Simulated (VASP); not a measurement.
Set up this calculation in VASP 6.6.1, as the native input.

| Quantity | Value |
| --- | --- |
| Task | single point |
| Functional | PBEsol |
| Dispersion | D3(BJ) |
| Potentials or basis | VASP PAW PBE potentials, release 64 (W_sv, C_h) |
| Cutoff | 910 eV |
| k mesh | 10 × 10 × 10 |
| Occupations | fermi-dirac, width 0.05 eV |
| Spin | no spin polarisation |
| Dipole correction | no |
| Second run | hard_potentials |
| Further INCAR settings | ALGO = Normal; EDIFF = 1e-06; NBANDS = 16 |

The structure of WC lies in POSCAR:

```
WC
1.0
    0.0000000000      2.1592042554      2.1592042554
    2.1592042554      0.0000000000      2.1592042554
    2.1592042554      2.1592042554      0.0000000000
W C
1 1
Direct
    0.0000000000      0.0000000000      0.0000000000
    0.5000000000      0.5000000000      0.5000000000
```

One way to write it, as run:

INCAR

```
SYSTEM = WC
PREC = Accurate
ENCUT = 910
EDIFF = 1E-6
ISMEAR = -1
SIGMA = 0.05
LREAL = .FALSE.
LASPH = .TRUE.
NELM = 120
ALGO = Normal
ISIF = 2
LWAVE = .FALSE.
LCHARG = .FALSE.
GGA = PS
IVDW = 12
NBANDS = 16
GGA_COMPAT = .FALSE.
```

KPOINTS

```
regular mesh
0
G
  10 10 10
  0 0 0
```

Potentials or basis: VASP PAW PBE potentials, release 64 (W_sv, C_h).

Command:

```sh
$ cat potpaw_PBE.64/W_sv/POTCAR potpaw_PBE.64/C_h/POTCAR > POTCAR
$ mpirun -np 1 vasp_std > vasp.out
```

It gave:

* Pressure: 1.1 GPa
* Band gap on the k mesh: zero (band 9 reaches 14.46 eV, above the bottom of band 10 at 11.04 eV)
* Dispersion energy per atom: -0.464 eV

Caveat: the cutoff is under 1.25 times the usual one of these potentials, so pressure, stress and relaxed cells hold a basis-set (Pulay) error; the PAW data sets were made with another functional, which shifts forces and pressure a little; spin-orbit coupling is left out, which moves the levels of the heavy elements; pairwise dispersion overbinds metals, which lowers pressure and volume.

It took 27 s on 1 thread of Intel(R) Xeon(R) Platinum 8259CL CPU @ 2.50GHz (Skylake/Cascade Lake), with other jobs on the host, peak memory 0.2 GiB.
